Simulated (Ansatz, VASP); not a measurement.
**In2BiN2: VASP beside Ansatz**

```
In Bi N
1.0
    -2.20049    2.20049    6.01422
     2.20049   -2.20049    6.01422
     2.20049    2.20049   -6.01422
In Bi N
2 1 2
Direct
  0.25000 0.75000 0.50000
  0.75000 0.25000 0.50000
  0.00000 0.00000 0.00000
  0.78289 0.78289 0.00000
  0.21711 0.21711 0.00000
```

Alike in both runs: functional PBE; k mesh 12 × 12 × 12; occupations gaussian, width 0.1 eV; no spin polarisation.

Ansatz relaxed the structure, and its values are those at the end. VASP's run is a single point on that final structure, the one shown.

|  | VASP | Ansatz |
| --- | --- | --- |
| version | VASP 6.6.1 | Ansatz 0.2.0 |
| potentials or method | VASP PAW PBE potentials, release 64 (In_d, Bi_d, N), cutoff 520 eV | scalar-relativistic, plane waves, PAW |
| valence electrons in the cell | 51 | 51 |

|  | VASP | Ansatz | Ansatz less VASP |
| --- | --- | --- | --- |
| gap on the k mesh at the Fermi level (eV) | none | none | - |
| pressure (GPa) | 0.1 | 0.0 | -0.06 |

A gap of «none» marks a metal or a gap that the smearing closes. With one functional, cell and mesh, what is left measures potentials, basis and numerics.

Spin-orbit coupling is off throughout.
